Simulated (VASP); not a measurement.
**B2P5: single point with PBE**

The system is B2P5.

```
B P
1.0
     3.29450    0.00000    0.00000
    -1.64725    2.85312    0.00000
     0.00000    0.00000   22.76839
B P
4 10
Direct
  0.00000 0.00000 0.18367
  0.33333 0.66667 0.40563
  0.00000 0.00000 0.81633
  0.66667 0.33333 0.59437
  0.00000 0.00000 0.27024
  0.66667 0.33333 0.15797
  0.66667 0.33333 0.43082
  0.33333 0.66667 0.31895
  0.00000 0.00000 0.72976
  0.33333 0.66667 0.84203
  0.33333 0.66667 0.56918
  0.66667 0.33333 0.68105
  0.33333 0.66667 0.02699
  0.66667 0.33333 0.97301
```

```json
{
  "Program": "VASP 6.6.1",
  "Task": "single point",
  "Functional": "PBE",
  "Potentials or basis": "VASP PAW PBE potentials, release 64 (B, P)",
  "Cutoff": "520 eV",
  "k mesh": "6 × 6 × 1",
  "Occupations": "gaussian, width 0.2 eV",
  "Spin": "no spin polarisation"
}
```

| Property | Result |
| --- | --- |
| Pressure | -0.3 GPa |
| Largest force | 0.082 eV/Å |
| Band gap on the k mesh | zero (bands 31 and 32 overlap by 0.95 eV) |

Forces on the atoms (eV/Å):
```
B    0.000  0.000 -0.007
B    0.000  0.000 -0.028
B    0.000  0.000  0.007
B    0.000  0.000  0.028
P    0.000  0.000  0.028
P    0.000  0.000  0.016
P    0.000  0.000 -0.001
P    0.000  0.000 -0.008
P    0.000  0.000 -0.028
P    0.000  0.000 -0.016
P    0.000  0.000  0.001
P    0.000  0.000  0.008
P    0.000  0.000 -0.082
P    0.000  0.000  0.082
```

Levels at points of the mesh, in eV from the Fermi level:
| k point | band 28 | band 29 | band 30 | band 31 | band 32 | band 33 | band 34 | band 35 |
| --- | --- | --- | --- | --- | --- | --- | --- | --- |
| (0.00, 0.00, 0.00) | -1.21 | -1.21 | 0.71 | 0.73 | 0.96 | 0.96 | 1.54 | 1.54 |
| (0.50, 0.00, 0.00) | -2.30 | -1.92 | -1.54 | -1.47 | -0.22 | -0.19 | 0.59 | 0.61 |

Wall time 3.5 min on 1 thread of Intel Xeon 8259CL (shared host), peak memory 0.37 GiB.

Caveat: the k points lie up to 0.37 Å⁻¹ apart, too coarse for converged energies and pressures of a metal; this functional lacks dispersion, which binds the layers, so the pressure and a relaxed spacing across them are unreliable.
